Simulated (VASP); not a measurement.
# Cu (P6_3/mmc) in VASP: a series of runs, part 2 of 2

VASP 6.6.1. The steps go on from the part before.

## 3. Single point, PBEsol

This run uses another cell than the first one, of 10.75 Å³/atom.

INCAR reads:

```
ALGO     = Normal         # electronic algorithm
EDIFF    = 1E-6           # SCF threshold, eV
ENCUT    = 520            # plane-wave cutoff, eV
GGA      = PS             # functional
ISIF     = 2              # what is computed and relaxed
ISMEAR   = -1             # smearing method
LASPH    = True           # aspherical terms in the spheres
LCHARG   = False          # write CHGCAR
LREAL    = False          # projectors in reciprocal space
LWAVE    = False          # write WAVECAR
NBANDS   = 18             # bands
NELM     = 100            # most SCF steps
PREC     = Accurate       # precision mode
SIGMA    = 0.15           # smearing width, eV
```

KPOINTS reads:

```
k-points
0
Gamma
  12 12 6
```

POSCAR reads:

```
Cu
1.0
    2.4746341049      0.0000000000      0.0000000000
   -1.2373170524      2.1430959999      0.0000000000
    0.0000000000      0.0000000000      4.0548296320
Cu
2
Direct
    0.3333333333      0.6666666667      0.2500000000
    0.6666666667      0.3333333333      0.7500000000
```

Potentials or basis: VASP PAW PBE potentials, release 64 (Cu).

The run is started by

```console
cat potpaw_PBE.64/Cu/POTCAR > POTCAR
mpirun -np 1 vasp_std > vasp.out
```

OUTCAR:

```text
EDIFF = 1E-6
   ENCUT = 520
   GGA = PS
   ISIF = 2
   ISMEAR = -1
   LASPH = True
   LREAL = False
   NELM = 100
   PREC = Accurate

 ion  position               nearest neighbor table
   1  0.333  0.667  0.250-   2 2.48   2 2.48   2 2.48   2 2.48   2 2.48   2 2.48
   2  0.667  0.333  0.750-   1 2.48   1 2.48   1 2.48   1 2.48   1 2.48   1 2.48

  LATTYP: Found a hexagonal cell.
 ALAT       =     2.4746341049
 C/A-ratio  =     1.6385572412

  Lattice vectors:

 A1 = (   2.4746341049,   0.0000000000,   0.0000000000)
 A2 = (  -1.2373170524,   2.1430959999,   0.0000000000)
 A3 = (   0.0000000000,   0.0000000000,   4.0548296320)

Analysis of symmetry for initial positions (statically):
=====================================================================
 Subroutine PRICEL returns:
 Original cell was already a primitive cell.

 Routine SETGRP: Setting up the symmetry group for a
 hexagonal supercell.

 Subroutine GETGRP returns: Found 24 space group operations
 (whereof 12 operations were pure point group operations)
 out of a pool of 24 trial point group operations.

The static configuration has the point symmetry D_3d.
[... 159 lines left out ...]

  energy without entropy =       -8.52076792  energy(sigma->0) =       -8.54856498

 E-fermi :   8.5561     XC(G=0): -13.4663

 val. band max:        8.5079357482   @ k =   0.1667   0.1667   0.3333
 cond. band min:       8.5828645097   @ k =   0.2500   0.0833   0.3333
 fundamental gap:      0.0749287615
 Fermi energy:         8.5560620235

 k-point     1 :       0.0000    0.0000    0.0000
  band No.  band energies     occupation
      1      -1.5119      2.00000
      2       2.9505      2.00000
      3       5.2580      2.00000
      4       5.3401      2.00000
      5       5.3401      2.00000
      6       5.5797      2.00000
[... 481 lines left out ...]
      5       5.3182      2.00000
      6       5.4789      2.00000
[... 10 lines left out ...]
     17      27.2225      0.00000
     18      29.7272      0.00000

 [... further k-points ...]

------------------------ aborting loop because EDIFF is reached ----------------------------------------

  FORCE on cell =-STRESS in cart. coord.  units (eV):
  Direction    XX          YY          ZZ          XY          YZ          ZX
  --------------------------------------------------------------------------------------
  -------------------------------------------------------------------------------------
  Total        1.4389554      1.4389554      1.4299721      0.0000000      0.0000000      0.0000000
  in kB      107.2093587    107.2093587    106.5400543      0.0000000      0.0000000      0.0000000
  external PRESSURE =     106.9862572 kB  Pullay stress =       0.0000000 kB

 VOLUME and BASIS-vectors are now :
 -----------------------------------------------------------------------------
  energy-cutoff  :      520.00
  volume of cell :       21.50
      direct lattice vectors                 reciprocal lattice vectors
     2.474634105  0.000000000  0.000000000     0.404100145  0.233307327  0.000000000
    -1.237317052  2.143096000  0.000000000     0.000000000  0.466614655  0.000000000
     0.000000000  0.000000000  4.054829632     0.000000000  0.000000000  0.246619486

 POSITION                                       TOTAL-FORCE (eV/Angst)
 -----------------------------------------------------------------------------------
     -0.00000      1.42873      1.01371        -0.000000      0.000000      0.000000
      1.23732      0.71437      3.04112         0.000000     -0.000000      0.000000
 -----------------------------------------------------------------------------------
    total drift:                               -0.000000      0.000000     -0.000000

  FREE ENERGIE OF THE ION-ELECTRON SYSTEM (eV)
  ---------------------------------------------------
  free  energy   TOTEN  =        -8.5763620280 eV

  energy  without entropy=       -8.5207679231  energy(sigma->0) =       -8.54856498
```

stdout:

```text
POSCAR found type information on POSCAR Cu
 POSCAR found :  1 types and       2 ions
 scaLAPACK will be used
 -----------------------------------------------------------------------------
|                                                                             |
|                                                                             |
|     You enforced a specific xc type in the INCAR file but a different       |
|     I HOPE YOU KNOW WHAT YOU ARE DOING!                                     |
|                                                                             |
 -----------------------------------------------------------------------------

 LDA part: xc-table for (Slater+PW92), standard interpolation
 POSCAR, INCAR and KPOINTS ok, starting setup
 FFT: planning ... GRIDC
 FFT: planning ... GRID_SOFT
 FFT: planning ... GRID
 WAVECAR not read
 entering main loop
```

It took 15 s on 1 thread of Intel Xeon Platinum 8488C (Sapphire Rapids), shared host; peak memory 0.14 GiB.

What came out:

| Item | Value |
| --- | --- |
| Free energy | -8.5764 eV |
| Pressure | 10.7 GPa |
| Band gap on the k mesh | zero (bands 11 and 12 overlap by 6.37 eV) |

Caveat: the cell stands under pressure; the PAW data sets were made with another functional, which shifts forces and pressure a little.

## 4. Single point, PBEsol

This run uses another cell than the first one, of 11.02 Å³/atom.

INCAR reads:

```
SYSTEM = Cu
PREC = Accurate
ENCUT = 520
EDIFF = 1E-6
ISMEAR = -1
SIGMA = 0.15
LREAL = .False.
LASPH = .True.
NELM = 100
ALGO = Normal
ISIF = 2
LWAVE = .False.
LCHARG = .False.
GGA = PS
NBANDS = 18
```

KPOINTS reads:

```
regular mesh
0
Gamma
  12 12 6
  0 0 0
```

POSCAR reads:

```
Cu
1.0
    2.4948224121      0.0000000000      0.0000000000
   -1.2474112061      2.1605795868      0.0000000000
    0.0000000000      0.0000000000      4.0884250669
Cu
2
Direct
    0.3333333333      0.6666666667      0.2500000000
    0.6666666667      0.3333333333      0.7500000000
```

The run is started by

```console
cat potpaw_PBE.64/Cu/POTCAR > POTCAR
mpirun -np 1 vasp_std > vasp.out
```

Run time: 17 s. Hardware: 1 thread of Intel Xeon Platinum 8488C (Sapphire Rapids), shared host; peak memory 0.14 GiB.

The run converged. Its results:

* Free energy: -8.6040 eV
* Pressure: 5.7 GPa
* Band gap on the k mesh: zero (bands 11 and 12 overlap by 6.26 eV)

Levels at points of the mesh, in eV from the Fermi level:
```csv
k point,band 7,band 8,band 9,band 10,band 11,band 12,band 13,band 14,band 15,band 16
"(0.00, 0.00, 0.00)",-2.90,-2.57,-2.57,-1.75,-1.75,-1.22,4.11,22.01,22.91,22.91
"(0.50, 0.00, 0.00)",-2.87,-1.64,-1.60,-1.53,0.05,1.76,8.10,8.54,11.13,11.69
"(0.00, 0.00, 0.50)",-3.17,-3.17,-1.99,-1.99,-1.99,-1.99,12.98,12.98,22.73,22.73
"(0.50, 0.00, 0.50)",-1.96,-1.96,-1.57,-1.57,0.45,0.45,5.27,5.27,16.89,16.89
```

Caveat: the cell stands under pressure; the PAW data sets were made with another functional, which shifts forces and pressure a little.

## 5. Single point, PBEsol

This run uses another cell than the first one, of 11.33 Å³/atom.

INCAR reads:

```
PREC = Accurate
ENCUT = 520
EDIFF = 1E-6
ISMEAR = -1
SIGMA = 0.15
LREAL = F
LASPH = T
NELM = 60
ALGO = Normal
ISIF = 2
LWAVE = F
LCHARG = F
GGA = PS
NBANDS = 18
```

KPOINTS reads:

```
Automatic mesh
0
Gamma
  12 12 6
```

POSCAR reads:

```
Cu
1.0
    2.5182818101      0.0000000000      0.0000000000
   -1.2591409051      2.1808960215      0.0000000000
    0.0000000000      0.0000000000      4.1269414683
Cu
2
Direct
    0.3333333333      0.6666666667      0.2500000000
    0.6666666667      0.3333333333      0.7500000000
```

The run is started by

```console
cat potpaw_PBE.64/Cu/POTCAR > POTCAR
mpirun -np 1 vasp_std > vasp.out
```

It took 16 s on 1 thread of Intel Xeon Platinum 8488C (Sapphire Rapids), shared host; peak memory 0.14 GiB.

It converged, with:

```
Free energy            : -8.6170 eV
Pressure               : 0.7 GPa
Band gap on the k mesh : zero (bands 11 and 12 overlap by 6.15 eV)
```

Levels at points of the mesh, in eV from the Fermi level:
| k point | band 7 | band 8 | band 9 | band 10 | band 11 | band 12 | band 13 | band 14 | band 15 | band 16 |
| --- | --- | --- | --- | --- | --- | --- | --- | --- | --- | --- |
| (0.00, 0.00, 0.00) | -2.82 | -2.50 | -2.50 | -1.71 | -1.71 | -1.13 | 3.96 | 21.79 | 22.47 | 22.47 |
| (0.50, 0.00, 0.00) | -2.79 | -1.61 | -1.57 | -1.51 | 0.05 | 1.70 | 7.96 | 8.36 | 10.95 | 11.40 |
| (0.00, 0.00, 0.50) | -3.08 | -3.08 | -1.95 | -1.95 | -1.95 | -1.95 | 12.74 | 12.74 | 22.49 | 22.49 |
| (0.50, 0.00, 0.50) | -1.91 | -1.91 | -1.55 | -1.55 | 0.48 | 0.48 | 5.11 | 5.11 | 16.59 | 16.59 |

Caveat: the PAW data sets were made with another functional, which shifts forces and pressure a little.

## 6. Overview

| cell | gap on the mesh (eV) | pressure (GPa) |
| --- | --- | --- |
| a = 2.440, b = 2.440, c = 3.998 Å, angles 90.0, 90.0, 120.0°, 2 atoms | none | 20.7 |
| a = 2.475, b = 2.475, c = 4.055 Å, angles 90.0, 90.0, 120.0°, 2 atoms | none | 10.7 |
| a = 2.495, b = 2.495, c = 4.088 Å, angles 90.0, 90.0, 120.0°, 2 atoms | none | 5.7 |
| a = 2.518, b = 2.518, c = 4.127 Å, angles 90.0, 90.0, 120.0°, 2 atoms | none | 0.7 |

Alike in all rows: task single point; level PBEsol; potentials or basis VASP PAW PBE potentials, release 64 (Cu); no spin polarisation; k mesh 12 × 12 × 6; cutoff (eV) 520; smearing fermi-dirac 0.15 eV.

Caveats: the PAW data sets were made with another functional, which shifts forces and pressure a little; the cell stands under pressure (at least some runs).

Absolute energies hang on the potentials; compare differences alone.
